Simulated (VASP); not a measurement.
A run of VASP 6.6.1:

Contents of INCAR:

```
SYSTEM = SnSe
ALGO = Normal
EDIFF = 1E-6
ENCUT = 500
GGA = PE
GGA_COMPAT = .FALSE.
ISIF = 2
ISMEAR = -1
IVDW = 13
LASPH = .TRUE.
LCHARG = .FALSE.
LREAL = .FALSE.
LWAVE = .FALSE.
NBANDS = 50
NELM = 120
PREC = Accurate
SIGMA = 0.02
```

KPOINTS

```
k-points
0
G
  2 6 6
  0 0 0
```

Contents of POSCAR:

```
SnSe
1.0
   11.7748803801      0.0000000000      0.0000000000
    0.0000000000      4.1976826372      0.0000000000
    0.0000000000      0.0000000000      4.5141120483
Sn Se
4 4
Direct
    0.1243433317      0.2500000000      0.1150737817
    0.3756566683      0.7500000000      0.6150737817
    0.6243433317      0.2500000000      0.3849262183
    0.8756566683      0.7500000000      0.8849262183
    0.3566170842      0.2500000000      0.0254552449
    0.1433829158      0.7500000000      0.5254552449
    0.8566170842      0.2500000000      0.4745447551
    0.6433829158      0.7500000000      0.9745447551
```

Potentials or basis: VASP PAW PBE potentials, release 64 (Sn_d, Se).

Run with:

```sh
$ cat potpaw_PBE.64/Sn_d/POTCAR potpaw_PBE.64/Se/POTCAR > POTCAR
$ mpirun -np 1 vasp_std > vasp.out
```

Hardware: 1 thread of Intel(R) Xeon(R) Platinum 8488C (Sapphire Rapids) (shared host).

Question: Estimate the wall time of this run.

Answer: Wall time 4.7 min on 1 thread of Intel(R) Xeon(R) Platinum 8488C (Sapphire Rapids), with other jobs on the host, peak memory 0.45 GiB. Counts: scf iterations 13, k points 32.
